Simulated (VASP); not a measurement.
A run of VASP 6.6.1:

File INCAR:

```
SYSTEM = Si16HC16
ALGO = Normal
EDIFF = 1E-7
ENCUT = 520
GGA = PE
ISIF = 2
ISMEAR = 0
ISPIN = 2
LASPH = .True.
LCHARG = .False.
LORBIT = 11
LREAL = Auto
LWAVE = .False.
MAGMOM = 0 0 0 0 0 0 0 0 0 0 0 0 0 0 0 0 0 0 0 0 0 0 0 0 0 0 0 0 0 0 0 0 0.21
NBANDS = 90
NELM = 150
PREC = Accurate
SIGMA = 0.02
```

The input KPOINTS:

```
k-points
0
Gamma
  2 2 2
  0 0 0
```

File POSCAR:

```
Si16HC16
1.0
    3.0941201802     -5.3591733569      0.0000000000
   -6.1882403605      0.0000000001      0.0000000000
    0.0000000000      0.0000000000    -10.1293392031
Si C H
16 16 1
Direct
    0.3317164573      0.1628224707      0.0591587455
    0.8344341006      0.1622167743      0.0592965630
    0.3367799248      0.6653207247      0.0591484783
    0.8323949802      0.6540903181      0.0453279321
    0.1674513848      0.3381608643      0.5601325897
    0.6678225841      0.3359393322      0.5597685976
    0.1679844894      0.8343262217      0.5612929813
    0.6657689092      0.8338276661      0.5617166022
    0.4898414037      0.4965859426      0.3131637648
    1.0071140903      0.5059334881      0.3104346628
    0.5016876337      1.0034194650      0.3111542557
    1.0162669944      1.0266673312      0.3205738237
    0.5002760354      0.4981198204      0.8085942070
    1.0007539676      0.4988353501      0.8077340324
    0.5007593189      0.9998172588      0.8099524397
    1.0006321205      0.9980470501      0.8089453651
    0.3342327036      0.1674135283      0.2481336590
    0.8352153778      0.1726866917      0.2486003232
    0.3353701924      0.6717720124      0.2472644019
    0.8241157182      0.6687317934      0.2473755642
    0.1668531582      0.3322717936      0.7473904120
    0.6675119019      0.3323558760      0.7474310859
    0.1680766678      0.8323633391      0.7483734968
    0.6666703542      0.8324218027      0.7488367057
    0.0005409416      0.0020183021      0.5019924694
    0.5010567528      0.0018108234      0.4979206342
   -0.0000352666      0.5045883319      0.4964047406
    0.5002741694      0.5019618215      0.4984462361
   -0.0005038090     -0.0062201601      0.9971665276
    0.5012801082     -0.0017908324      0.9980234443
    0.0041635153      0.4932717927      0.9957400772
    0.4978739858      0.4944494345      0.9963877996
    0.8111928297      0.8197781290      0.1924696134
```

Potentials or basis: VASP PAW PBE potentials, release 64 (Si, C, H).

The run is started by

```bash
$ cat potpaw_PBE.64/Si/POTCAR potpaw_PBE.64/C/POTCAR potpaw_PBE.64/H/POTCAR > POTCAR
$ mpirun -np 1 vasp_std > vasp.out
```

Hardware: 1 thread of Oxide Virtual Turin-like Processor (shared host).

**Question.** Estimate the wall time of this run.

**Answer.** It took 26 min on 1 thread of Oxide Virtual Turin-like Processor (shared host), peak memory 0.7 GiB. Counts: scf iterations 18, k points 8.
